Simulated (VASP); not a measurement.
# Eu (Im-3m) in VASP: a series of runs, part 2 of 2

VASP 6.6.1. The steps go on from the part before.

## (3) Single point, PBE, non-collinear spin, typed start, spin-orbit coupling

This run uses another cell than the first one, of 48.86 Å³/atom.

File INCAR:

```
SYSTEM = Eu
  ALGO = Normal
  EDIFF = 1E-7
  ENCUT = 520
  GGA = PE
  GGA_COMPAT = .FALSE.
  ISIF = 2
  ISMEAR = 0
  LASPH = .TRUE.
  LCHARG = .FALSE.
  LMAXMIX = 6
  LNONCOLLINEAR = .TRUE.
  LORBIT = 11
  LORBMOM = .TRUE.
  LREAL = .FALSE.
  LSORBIT = .TRUE.
  LWAVE = .FALSE.
  MAGMOM = 7 0 0
  NBANDS = 28
  NELM = 150
  PREC = Accurate
  SIGMA = 0.1
```

File KPOINTS:

```
k-points
0
G
  11 11 11
  0 0 0
```

File POSCAR:

```
Eu
1.0
   -2.3030000000      2.3030000000      2.3030000000
    2.3030000000     -2.3030000000      2.3030000000
    2.3030000000      2.3030000000     -2.3030000000
Eu
1
Direct
    0.0000000000      0.0000000000      0.0000000000
```

Potentials or basis: VASP PAW PBE potentials, release 64 (Eu).

Launch:

```bash
cat potpaw_PBE.64/Eu/POTCAR > POTCAR
mpirun -np 1 vasp_ncl > vasp.out
```

OUTCAR:

```text
SYSTEM = Eu
   EDIFF = 1E-7
   ENCUT = 520
   GGA = PE
   ISIF = 2
   ISMEAR = 0
   LASPH = .TRUE.
   LNONCOLLINEAR = .TRUE.
   LORBIT = 11
   LREAL = .FALSE.
   LSORBIT = .TRUE.
   NELM = 150
   PREC = Accurate

 ion  position               nearest neighbor table
   1  0.000  0.000  0.000-

  LATTYP: Found a body centered cubic cell.
 ALAT       =     4.6060000000

  Lattice vectors:

 A1 = (  -2.3030000000,   2.3030000000,   2.3030000000)
 A2 = (   2.3030000000,  -2.3030000000,   2.3030000000)
 A3 = (   2.3030000000,   2.3030000000,  -2.3030000000)

Analysis of symmetry for initial positions (statically):
=====================================================================
 Subroutine PRICEL returns:
 Original cell was already a primitive cell.

 Routine SETGRP: Setting up the symmetry group for a
 body centered cubic supercell.

 Subroutine GETGRP returns: Found 48 space group operations
 (whereof 48 operations were pure point group operations)
 out of a pool of 48 trial point group operations.

The static configuration has the point symmetry O_h .

Analysis of symmetry for dynamics (positions and initial velocities):
=====================================================================
 Subroutine PRICEL returns:
 Original cell was already a primitive cell.

 Routine SETGRP: Setting up the symmetry group for a
 body centered cubic supercell.

 Subroutine GETGRP returns: Found 48 space group operations
 (whereof 48 operations were pure point group operations)
 out of a pool of 48 trial point group operations.

The dynamic configuration has the point symmetry O_h .

Analysis of structural, dynamic, and magnetic symmetry:
=====================================================================
 Subroutine PRICEL returns:
 Original cell was already a primitive cell.

 Routine SETGRP: Setting up the symmetry group for a
 body centered cubic supercell.

 Subroutine GETGRP returns: Found  8 space group operations
 (whereof  8 operations were pure point group operations)
 out of a pool of 48 trial point group operations.

The overall configuration has the point symmetry C_4h.

 Subroutine INISYM returns: Found  8 space group operations
 (whereof  8 operations are pure point group operations),
 and found     1 'primitive' translations

----------------------------------------------------------------------------------------

                                     Primitive cell

  volume of cell :      48.8587

  direct lattice vectors                    reciprocal lattice vectors
    -2.303000000  2.303000000  2.303000000     0.000000000  0.217108120  0.217108120
     2.303000000 -2.303000000  2.303000000     0.217108120  0.000000000  0.217108120
     2.303000000  2.303000000 -2.303000000     0.217108120  0.217108120  0.000000000

  length of vectors
     3.988913010  3.988913010  3.988913010     0.307037248  0.307037248  0.307037248

  position of ions in fractional coordinates (direct lattice)
     0.000000000  0.000000000  0.000000000

[... 104 lines left out ...]
   LEPSILON=     F    determine dielectric tensor
   LRPA    =     F    only Hartree local field effects (RPA)
 Gauss-broadening in eV      SIGMA  =   0.10
  energy-cutoff  :      520.00
  volume of cell :       48.86
 maximum number of plane-waves:      2664
 NGX is ok and might be reduce to    30
   NGX = 15   NGY = 15   NGZ = 15

 number of electron      17.0000007 magnetization       7.5853405      0.0000000      0.0000000

 number of electron      17.0000007 magnetization       7.3107053     -0.0000000     -0.0000000

 number of electron      17.0000007 magnetization       7.3135703      0.0000000     -0.0000000

 Free energy of the ion-electron system (eV)
  ---------------------------------------------------
  ext. energy  EPLUGINS =         0.00000000
  ---------------------------------------------------
  free energy    TOTEN  =       -11.96167796 eV

  energy without entropy =      -11.95283755  energy(sigma->0) =      -11.95725775

 E-fermi :   1.5940     XC(G=0):  -8.2509

 val. band max:        1.5823047774   @ k =   0.2727   0.2727   0.0909
 cond. band min:       1.6008029722   @ k =   0.0909   0.2727   0.2727
 fundamental gap:      0.0184981949
 Fermi energy:         1.5940339861

 k-point     1 :       0.0000    0.0000    0.0000
  band No.  band energies     occupation
      1     -40.2185      1.00000
      2     -37.0904      1.00000
      3     -20.8542      1.00000
      4     -20.1430      1.00000
      5     -17.7075      1.00000
      6     -16.5646      1.00000
[... 733 lines left out ...]
     27       5.6554      0.00000
     28       5.8523      0.00000

 [... further k-points ...]

------------------------ aborting loop because EDIFF is reached ----------------------------------------

  FORCE on cell =-STRESS in cart. coord.  units (eV):
  Direction    XX          YY          ZZ          XY          YZ          ZX
  --------------------------------------------------------------------------------------
  -------------------------------------------------------------------------------------
  Total       -0.5907172     -0.5935065     -0.5935065     -0.0000000     -0.0000000      0.0000000
  in kB      -19.3708357    -19.4623041    -19.4623041     -0.0000000     -0.0000000      0.0000000
  external PRESSURE =     -19.4318146 kB  Pullay stress =       0.0000000 kB

 VOLUME and BASIS-vectors are now :
 -----------------------------------------------------------------------------
  energy-cutoff  :      520.00
  volume of cell :       48.86
      direct lattice vectors                 reciprocal lattice vectors
    -2.303000000  2.303000000  2.303000000     0.000000000  0.217108120  0.217108120
     2.303000000 -2.303000000  2.303000000     0.217108120  0.000000000  0.217108120
     2.303000000  2.303000000 -2.303000000     0.217108120  0.217108120  0.000000000

 POSITION                                       TOTAL-FORCE (eV/Angst)
 -----------------------------------------------------------------------------------
      0.00000      0.00000      0.00000         0.000000      0.000000      0.000000
 -----------------------------------------------------------------------------------
    total drift:                                0.000000      0.000000      0.000000

  FREE ENERGIE OF THE ION-ELECTRON SYSTEM (eV)
  ---------------------------------------------------
  free  energy   TOTEN  =       -11.9616779550 eV

  energy  without entropy=      -11.9528375508  energy(sigma->0) =      -11.95725775

 orbital moment (x)

 # of ion     p       d       f       tot
 ------------------------------------------------
  1        -0.014  -0.008  -0.157  -0.178
 ------------------------------------------------
           -0.014  -0.008  -0.157  -0.178

 orbital moment (y)

 # of ion     p       d       f       tot
 ------------------------------------------------
  1        -0.000   0.000  -0.000  -0.000
 ------------------------------------------------
           -0.000   0.000  -0.000  -0.000

 orbital moment (z)

 # of ion     p       d       f       tot
 ------------------------------------------------
  1         0.000   0.000   0.000   0.000
 ------------------------------------------------
            0.000   0.000   0.000   0.000

 Spin-Orbit-Coupling matrix elements

 Ion:    1  E_soc:     -1.1292764
 l=   1
     0.0000000    -0.1531698    -0.1528390
    -0.1531698     0.0000000    -0.1528390
    -0.1528390    -0.1528390     0.0000000
 l=   2
     0.0000000     0.0000455     0.0000000     0.0000064    -0.0003130
     0.0000455     0.0000000    -0.0004087     0.0000455    -0.0001362
     0.0000000    -0.0004087     0.0000000    -0.0002351     0.0000000
     0.0000064     0.0000455    -0.0002351     0.0000000    -0.0000779
    -0.0003130    -0.0001362     0.0000000    -0.0000779     0.0000000
 l=   3
     0.0000000    -0.0050045     0.0000000     0.0000000     0.0000000    -0.0010739    -0.0300890
    -0.0050045     0.0000000    -0.0083914     0.0000000    -0.0018871    -0.0133958    -0.0011323
     0.0000000    -0.0083914     0.0000000    -0.0044919    -0.0033153    -0.0025315     0.0000000
     0.0000000     0.0000000    -0.0044919     0.0000000    -0.0201118     0.0000000     0.0000000
     0.0000000    -0.0018871    -0.0033153    -0.0201118     0.0000000    -0.0082952     0.0000000
    -0.0010739    -0.0133958    -0.0025315     0.0000000    -0.0082952     0.0000000    -0.0049973
    -0.0300890    -0.0011323     0.0000000     0.0000000     0.0000000    -0.0049973     0.0000000

 total charge

# of ion       s       p       d       f       tot
--------------------------------------------------
    1        2.078   5.754   0.236   6.677  14.745

 magnetization (x)

# of ion       s       p       d       f       tot
--------------------------------------------------
    1       -0.005  -0.091   0.122   6.639   6.665

 magnetization (y)

# of ion       s       p       d       f       tot
--------------------------------------------------
    1        0.000   0.000   0.000   0.000   0.000

 magnetization (z)

# of ion       s       p       d       f       tot
--------------------------------------------------
    1        0.000   0.000   0.000   0.000   0.000
```

It took 39 min on 1 thread of Intel Xeon 8259CL, shared host; peak memory 0.57 GiB.

Results:

```
Free energy                                           : -11.9617 eV
Pressure                                              : -1.9 GPa
Net moment                                            : 7.31 μB per cell
Valence electrons inside the program's atomic spheres : Eu 14.74
```

Moments on the atoms (μB; x, y, z):
```
Eu  6.67 0.00 0.00
```

Caveat: semilocal functionals describe open f shells poorly, which spoils levels, moments and volumes. The state reached can hang on the start; a lower one may exist.
